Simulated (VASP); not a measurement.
# BaZrO3 (Pm-3m) in VASP: further runs, part 2 of 2

VASP 6.6.1. The steps go on from the part before.

## (3) Single point, PBE

This run uses another cell than the first one, of 15.10 Å³/atom, 1.033 times its volume.

Input file INCAR:

```
ALGO = Normal ; EDIFF = 1E-6
ENCUT = 520 ; GGA = PE
ISIF = 2 ; ISMEAR = 0
LASPH = True ; LCHARG = False
LREAL = False ; LWAVE = False
NBANDS = 28 ; NELM = 80
PREC = Accurate ; SIGMA = 0.1
```

Input file KPOINTS:

```
k-points
0
Gamma
  4 4 4
```

Input file POSCAR:

```
BaZrO3
1.0
    4.2267269519      0.0000000000      0.0000000000
    0.0000000000      4.2267269519      0.0000000000
    0.0000000000      0.0000000000      4.2267269519
Ba Zr O
1 1 3
Direct
    0.5000000000      0.5000000000      0.5000000000
    0.0000000000      0.0000000000      0.0000000000
    0.5000000000      0.0000000000      0.0000000000
    0.0000000000      0.5000000000      0.0000000000
    0.0000000000      0.0000000000      0.5000000000
```

Potentials or basis: VASP PAW PBE potentials, release 64 (Ba_sv, Zr_sv, O).

Launch:

```
$ cat potpaw_PBE.64/Ba_sv/POTCAR potpaw_PBE.64/Zr_sv/POTCAR potpaw_PBE.64/O/POTCAR > POTCAR
$ mpirun -np 1 vasp_std > vasp.out
```

OUTCAR:

```text
EDIFF = 1E-6
   ENCUT = 520
   GGA = PE
   ISIF = 2
   ISMEAR = 0
   LASPH = True
   LREAL = False
   NELM = 80
   PREC = Accurate

 ion  position               nearest neighbor table
   1  0.500  0.500  0.500-   3 2.99   4 2.99   5 2.99   3 2.99   4 2.99   3 2.99   5 2.99   3 2.99
                             4 2.99   5 2.99   4 2.99   5 2.99   2 3.66   2 3.66   2 3.66   2 3.66
   2  0.000  0.000  0.000-   3 2.11   4 2.11   5 2.11   5 2.11   4 2.11   3 2.11   1 3.66   1 3.66
                             1 3.66   1 3.66   1 3.66   1 3.66   1 3.66   1 3.66
   3  0.500  0.000  0.000-   2 2.11   2 2.11   1 2.99   1 2.99   1 2.99   1 2.99
   4  0.000  0.500  0.000-   2 2.11   2 2.11   1 2.99   1 2.99   1 2.99   1 2.99
   5  0.000  0.000  0.500-   2 2.11   2 2.11   1 2.99   1 2.99   1 2.99   1 2.99

  LATTYP: Found a simple cubic cell.
 ALAT       =     4.2267269519

  Lattice vectors:

 A1 = (   4.2267269519,   0.0000000000,   0.0000000000)
 A2 = (   0.0000000000,   4.2267269519,   0.0000000000)
 A3 = (   0.0000000000,   0.0000000000,   4.2267269519)

Analysis of symmetry for initial positions (statically):
=====================================================================
[... 167 lines left out ...]
 cond. band min:       6.7407867823   @ k =   0.0000   0.0000   0.0000
 fundamental gap:      3.1269096313
 Fermi energy:         4.0911560228

 k-point     1 :       0.0000    0.0000    0.0000
  band No.  band energies     occupation
      1     -43.5733      2.00000
      2     -21.7825      2.00000
      3     -21.7001      2.00000
      4     -21.7001      2.00000
      5     -21.7001      2.00000
      6     -12.7140      2.00000
[... 299 lines left out ...]
     27      12.5905      0.00000
     28      12.5905      0.00000

------------------------ aborting loop because EDIFF is reached ----------------------------------------

  FORCE on cell =-STRESS in cart. coord.  units (eV):
  Direction    XX          YY          ZZ          XY          YZ          ZX
  --------------------------------------------------------------------------------------
  -------------------------------------------------------------------------------------
  Total        0.4772143      0.4772143      0.4772143      0.0000000     -0.0000000      0.0000000
  in kB       10.1253826     10.1253826     10.1253826      0.0000000     -0.0000000      0.0000000
  external PRESSURE =      10.1253826 kB  Pullay stress =       0.0000000 kB

 VOLUME and BASIS-vectors are now :
 -----------------------------------------------------------------------------
  energy-cutoff  :      520.00
  volume of cell :       75.51
      direct lattice vectors                 reciprocal lattice vectors
     4.226726952  0.000000000  0.000000000     0.236589685  0.000000000  0.000000000
     0.000000000  4.226726952  0.000000000     0.000000000  0.236589685  0.000000000
     0.000000000  0.000000000  4.226726952     0.000000000  0.000000000  0.236589685

 POSITION                                       TOTAL-FORCE (eV/Angst)
 -----------------------------------------------------------------------------------
      2.11336      2.11336      2.11336         0.000000      0.000000      0.000000
      0.00000      0.00000      0.00000         0.000000      0.000000      0.000000
      2.11336      0.00000      0.00000         0.000000      0.000000      0.000000
      0.00000      2.11336      0.00000         0.000000      0.000000      0.000000
      0.00000      0.00000      2.11336         0.000000      0.000000      0.000000
 -----------------------------------------------------------------------------------
    total drift:                                0.000000      0.000000     -0.000000

  FREE ENERGIE OF THE ION-ELECTRON SYSTEM (eV)
  ---------------------------------------------------
  free  energy   TOTEN  =       -41.7135263577 eV

  energy  without entropy=      -41.7135263577  energy(sigma->0) =      -41.71352636
```

Run time: 9.6 s. Hardware: 1 thread of Intel Xeon 6975P-C, shared host; peak memory 0.19 GiB.

Results:

| Quantity | Value |
| --- | --- |
| Free energy | -41.7135 eV |
| Pressure | 1.0 GPa |
| Band gap on the k mesh | 3.13 eV, indirect (least direct gap 3.38 eV) |

Levels at points of the mesh, in eV from the valence-band top:
```csv
k point,band 16,band 17,band 18,band 19,band 20,band 21,band 22,band 23,band 24,band 25
"(0.00, 0.00, 0.00)",-0.95,-0.95,-0.25,-0.25,-0.25,3.13,3.13,3.13,4.62,4.62
"(0.50, 0.00, 0.00)",-1.70,-1.70,-1.62,-0.49,-0.49,3.55,5.54,5.54,6.34,6.56
"(0.50, 0.50, 0.00)",-2.33,-0.93,-0.93,-0.85,-0.07,5.51,5.51,6.30,6.34,7.51
"(0.50, 0.50, 0.50)",-2.52,-2.52,0.00,0.00,0.00,5.88,5.88,5.88,6.78,6.78
```

Caveat: spin-orbit coupling is left out, which moves the levels of the heavy elements.

## (4) Single point, PBE

This run uses another cell than the first one, of 15.11 Å³/atom, 1.033 times its volume.

Input file INCAR:

```
SYSTEM = BaZrO3
PREC = Accurate
ENCUT = 520
EDIFF = 1E-6
ISMEAR = 0
SIGMA = 0.02
LREAL = .False.
LASPH = .True.
NELM = 60
ALGO = Normal
ISIF = 2
LWAVE = .False.
LCHARG = .False.
GGA = PE
NBANDS = 28
```

Input file KPOINTS:

```
regular mesh
0
Gamma
  6 6 6
  0 0 0
```

POSCAR: that of step 3 with these lines changed.

```diff
@@ -2,5 +2,5 @@
 1.0
-    4.2267269519      0.0000000000      0.0000000000
-    0.0000000000      4.2267269519      0.0000000000
-    0.0000000000      0.0000000000      4.2267269519
+    4.2274555588      0.0000000000      0.0000000000
+    0.0000000000      4.2274555588      0.0000000000
+    0.0000000000      0.0000000000      4.2274555588
 Ba Zr O
```

Launch:

```
$ cat potpaw_PBE.64/Ba_sv/POTCAR potpaw_PBE.64/Zr_sv/POTCAR potpaw_PBE.64/O/POTCAR > POTCAR
$ mpirun -np 1 vasp_std > vasp.out
```

Run time: 17 s. Hardware: 1 thread of Intel Xeon 6975P-C, shared host; peak memory 0.2 GiB.

The run converged. Its results:

```
Free energy            : -41.7236 eV
Pressure               : 0.9 GPa
Band gap on the k mesh : 3.13 eV, indirect (least direct gap 3.38 eV)
```

Levels at points of the mesh, in eV from the valence-band top:
```tsv
k point	band 16	band 17	band 18	band 19	band 20	band 21	band 22	band 23	band 24	band 25
(0.00, 0.00, 0.00)	-0.95	-0.95	-0.25	-0.25	-0.25	3.13	3.13	3.13	4.62	4.62
(0.50, 0.00, 0.00)	-1.69	-1.69	-1.61	-0.49	-0.49	3.55	5.54	5.54	6.34	6.56
(0.50, 0.50, 0.00)	-2.32	-0.93	-0.93	-0.85	-0.07	5.51	5.51	6.31	6.34	7.51
(0.50, 0.50, 0.50)	-2.52	-2.52	0.00	0.00	0.00	5.88	5.88	5.88	6.78	6.78
```

Caveat: spin-orbit coupling is left out, which moves the levels of the heavy elements.

## (5) Summary

```tsv
cell	k mesh	smearing	gap on the mesh (eV)	pressure (GPa)
a = 4.181 Å, 5 atoms	4 × 4 × 4	gaussian 0.1 eV	3.20	6.3
a = 4.227 Å, 5 atoms	4 × 4 × 4	gaussian 0.1 eV	3.13	1.0
a = 4.227 Å, 5 atoms	6 × 6 × 6	gaussian 0.02 eV	3.13	0.9
```

Alike in all rows: task single point; level PBE; potentials or basis VASP PAW PBE potentials, release 64 (Ba_sv, Zr_sv, O); no spin polarisation; cutoff (eV) 520.

Caveats: spin-orbit coupling is left out, which moves the levels of the heavy elements.

Absolute energies hang on the potentials; compare differences alone.
